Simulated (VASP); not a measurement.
Crystal: AlNi.

```xyz
2
Lattice="2.8810 0.0000 0.0000 0.0000 2.8810 0.0000 0.0000 0.0000 2.8810" Properties=species:S:1:pos:R:3 pbc="T T T"
Ni    1.4405    1.4405    1.4405
Al    0.0000    0.0000    0.0000
```

| Property | Result |
| --- | --- |
| Program | VASP 6.6.1 |
| Task | relaxation of cell and atoms |
| Functional | revPBE |
| Dispersion | D3(BJ) |
| Potentials or basis | VASP PAW PBE potentials, release 64 (Ni, Al) |
| Cutoff | 600 eV |
| k mesh | 9 × 9 × 9 |
| Occupations | fermi-dirac, width 0.05 eV |
| Spin | collinear spin, ferromagnetic start |
| Starting moments | [1.0, 0.0] μB |

At the start: pressure -7.2 GPa; volume 11.96 Å³/atom.

Problem. How do energy, volume and symmetry change on relaxing?

Solution. Over 5 steps the energy falls by 12.1 meV/atom and the volume is 11.46 Å³/atom (-4.2 %); space group Pm-3m (No. 221, to 0.05 Å); moment 0.00 μB per cell.

Step by step:
```csv
step,energy change (eV),largest force (eV/Å),pressure (GPa),volume (Å³)
1,0.0000,0.0000,-7.15,23.91
2,-0.0087,0.0000,6.27,22.11
3,-0.0241,0.0000,0.38,22.89
4,-0.0241,0.0000,-0.42,22.94
5,-0.0241,0.0000,-0.07,22.91
```

Final structure:
```
Ni Al
1.0
     2.84030    0.00000    0.00000
     0.00000    2.84030    0.00000
     0.00000    0.00000    2.84030
Ni Al
1 1
Direct
  0.50000 0.50000 0.50000
  0.00000 0.00000 0.00000
```

Caveat: the PAW data sets were made with another functional, which shifts forces and pressure a little; pairwise dispersion overbinds metals, which lowers pressure and volume.
